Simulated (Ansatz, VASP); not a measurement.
# CsI: VASP beside Ansatz

POSCAR

```
CsI
1.0
    4.6080833777      0.0000000000      0.0000000000
    0.0000000000      4.6080833777      0.0000000000
    0.0000000000      0.0000000000      4.6080833777
Cs I
1 1
Direct
    0.0000000000      0.0000000000      0.0000000000
    0.5000000000      0.5000000000      0.5000000000
```

File INCAR.step1:

```
PREC = Accurate
ENCUT = 400
EDIFF = 1E-5
ISMEAR = -1
SIGMA = 0.5
LREAL = False
LASPH = True
NELM = 120
ALGO = Normal
ISIF = 2
LWAVE = True
LCHARG = False
NBANDS = 15
GGA = PE
GGA_COMPAT = False
```

File INCAR.step2:

```
PREC = Accurate
ENCUT = 400
EDIFF = 1E-6
ISMEAR = -1
SIGMA = 0.5
LREAL = False
LASPH = True
NELM = 120
ALGO = Normal
ISIF = 2
LWAVE = False
LCHARG = False
GGA = PE
LHFCALC = True
HFSCREEN = 0.2079
PRECFOCK = Normal
NBANDS = 15
ISTART = 1
GGA_COMPAT = False
```

KPOINTS

```
regular mesh
0
Gamma
  4 4 4
```

Input for Ansatz:

```yaml
crystal:
  lattice:
    - [4.6080833777, 0.0, 0.0]
    - [0.0, 4.6080833777, 0.0]
    - [0.0, 0.0, 4.6080833777]
  atoms:
    - { symbol: Cs, position: [0.0, 0.0, 0.0] }
    - { symbol: I, position: [0.5, 0.5, 0.5] }
kpoints:
  mp_grid: { grid: [4, 4, 4] }
hamiltonian:
  xc: hse06
scf:
  occupations: { method: fermi_dirac, width: 0.5 }
  n_extra_bands: 4
output:
  forces: true
  stress: true
  eigenvalues: true
```

Alike in both runs: task single point; functional HSE06; k mesh 4 × 4 × 4; occupations fermi-dirac, width 0.5 eV; no spin polarisation.

|  | VASP | Ansatz |
| --- | --- | --- |
| version | VASP 6.6.1 | Ansatz 0.2.0 |
| potentials or method | VASP PAW PBE potentials, release 64 (Cs_sv, I) | plane waves |
| plane-wave cutoff (eV) | 400 | 420 |
| valence electrons in the cell | 16 | 26 |

```csv
,VASP,Ansatz,Ansatz less VASP
pressure (GPa),0.2,0.2,+0.01
```

VASP's potentials hold 16 valence electrons a cell and Ansatz's 26, so a difference there can come from the potentials and not from the codes. Ansatz's warnings: stress exchange threshold loose, stress scf threshold loose.

Spin-orbit coupling is off throughout.
